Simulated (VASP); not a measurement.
A run of VASP 6.6.1 is set up as follows.

The input INCAR:

```
PREC = Accurate ; ENCUT = 600
EDIFF = 1E-7 ; ISMEAR = 0
SIGMA = 0.1 ; LREAL = False
LASPH = True ; NELM = 80
ALGO = Normal ; ISIF = 3
LWAVE = False ; LCHARG = False
GGA = PE ; IBRION = 2
NSW = 90 ; EDIFFG = -0.04
```

KPOINTS

```
Automatic mesh
0
Gamma
  6 6 6
```

POSCAR

```
Re2Br
1.0
    1.7937208377      1.0356052085      5.4174957868
   -1.7937208377      1.0356052085      5.4174957868
    0.0000000000     -2.0712104170      5.4174957868
Re Br
2 1
Direct
    0.7500000000      0.7500000000      0.7500000000
    0.2500000000      0.2500000000      0.2500000000
    0.0000000000      0.0000000000      0.0000000000
```

Potentials or basis: VASP PAW PBE potentials, release 64 (Re, Br).

Command:

```bash
$ cat potpaw_PBE.64/Re/POTCAR potpaw_PBE.64/Br/POTCAR > POTCAR
$ mpirun -np 1 vasp_std > vasp.out
```

Question: What does it give for the relaxed cell?

Answer: a = 6.355 Å, b = 6.355 Å, c = 6.355 Å, α = 31.46°, β = 31.46°, γ = 31.46°.

Question: Predict the space group after relaxing (to 0.1 Å).

Answer: R-3m (No. 166).

Forces in eV/Å, atoms in the order of the input:
```
Re   0.000  0.000  0.016
Re   0.000  0.000 -0.016
Br   0.000  0.000  0.000
```
